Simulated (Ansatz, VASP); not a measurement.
# Two plane-wave programs on CdS

```
CELL_PARAMETERS angstrom
0.00000 2.95937 2.95937
2.95937 0.00000 2.95937
2.95937 2.95937 0.00000
ATOMIC_POSITIONS crystal
Cd 0.00000 0.00000 0.00000
S 0.25000 0.25000 0.25000
```

Alike in both runs: functional r2SCAN; k mesh 8 × 8 × 8; occupations fermi-dirac, width 0.02 eV; no spin polarisation.

Ansatz relaxed the structure, and its values are those at the end. VASP's run is a single point on that final structure, the one shown.

|  | VASP | Ansatz |
| --- | --- | --- |
| version | VASP 6.6.1 | Ansatz 0.2.0 |
| potentials or method | VASP PAW PBE potentials, release 64 (Cd, S), cutoff 520 eV | PAW plane waves |
| valence electrons in the cell | 18 | 26 |

Ansatz gave:

| Property | Result |
| --- | --- |
| gap on the k mesh at the Fermi level (eV) | 1.49 |
| pressure (GPa) | -1.2 |

Q: What did VASP give for the same quantities?

A: gap on the k mesh at the Fermi level (eV): 1.49; pressure (GPa): -0.9.

VASP's potentials were made for PBE, not for r2SCAN. VASP's potentials hold 18 valence electrons a cell and Ansatz's 26, so a difference there can come from the potentials and not from the codes. Ansatz's warnings: stress scf threshold loose.
